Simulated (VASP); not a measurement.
Cd, 2 atoms in the cell. Symmetry: P6_3/mmc, No. 194, hexagonal system. The conventional cell has a = 2.965 Å, b = 2.965 Å, c = 5.483 Å, α = 90.00°, β = 90.00°, γ = 120.00°. Within 3.9 Å of Cd (site symmetry -6m2) lie 12 Cd at 2.97 to 3.23 Å. 

| Item | Value |
| --- | --- |
| Program | VASP 6.6.1 |
| Task | single point |
| Functional | PBEsol |
| Potentials or basis | VASP PAW PBE potentials, release 64 (Cd) |
| Cutoff | 520 eV |
| k mesh | 16 × 16 × 8 |
| Occupations | gaussian, width 0.05 eV |
| Spin | no spin polarisation |
| Dipole correction | no |
| Further INCAR settings | ALGO = Normal; EDIFF = 1e-06; NBANDS = 19 |

Potentials or basis: VASP PAW PBE potentials, release 64 (Cd).

Command:

```sh
$ cat potpaw_PBE.64/Cd/POTCAR > POTCAR
$ mpirun -np 1 vasp_std > vasp.out
```

Hardware: 1 thread of AMD EPYC 9R45 96-Core Processor (Zen 5), with other jobs on the host.

Problem. Estimate the wall time of this run.

Solution. Wall time 47 s on 1 thread of AMD EPYC 9R45 96-Core Processor (Zen 5), on a shared host, peak memory 0.2 GiB. Counts: scf iterations 11, k points 150.
